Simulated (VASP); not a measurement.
A run of VASP 6.6.1 is set up as follows.

Contents of INCAR:

```
SYSTEM = Te
PREC = Accurate
ENCUT = 600
EDIFF = 1E-6
ISMEAR = 0
SIGMA = 0.01
LREAL = .False.
LASPH = .True.
NELM = 60
ALGO = Normal
ISIF = 3
LWAVE = .False.
LCHARG = .False.
GGA = PE
IVDW = 12
IBRION = 2
NSW = 100
EDIFFG = -0.005
```

The input KPOINTS:

```
Automatic mesh
0
Gamma
  9 9 6
  0 0 0
```

The input POSCAR:

```
Te
1.0
    4.4469268669      0.0000000000      0.0000000000
   -2.2234634334      3.8511516355      0.0000000000
    0.0000000000      0.0000000000      5.9149200000
Te
3
Direct
    0.2690000000      0.0000000000      0.1666666667
    0.0000000000      0.2690000000      0.8333333333
    0.7310000000      0.7310000000      0.5000000000
```

Potentials or basis: VASP PAW PBE potentials, release 64 (Te).

The run is started by

```bash
$ cat potpaw_PBE.64/Te/POTCAR > POTCAR
$ mpirun -np 1 vasp_std > vasp.out
```

Predict the band gap on the k mesh.

0.02 eV.

Predict the relaxed cell.

a = 4.315 Å, b = 4.315 Å, c = 5.968 Å, α = 90.00°, β = 90.00°, γ = 120.00°.

Final structure:
```xyz
3
Lattice="4.3154 0.0000 0.0000 -2.1577 3.7373 0.0000 0.0000 0.0000 5.9682" Properties=species:S:1:pos:R:3 pbc="T T T"
Te    1.2307    0.0000    0.9947
Te   -0.6153    1.0658    4.9735
Te    1.5424    2.6714    2.9841
```

Caveat: semilocal functionals underestimate gaps, and a narrow one can read as zero; spin-orbit coupling is left out, which moves the levels of the heavy elements. A k mesh can miss the band edges.
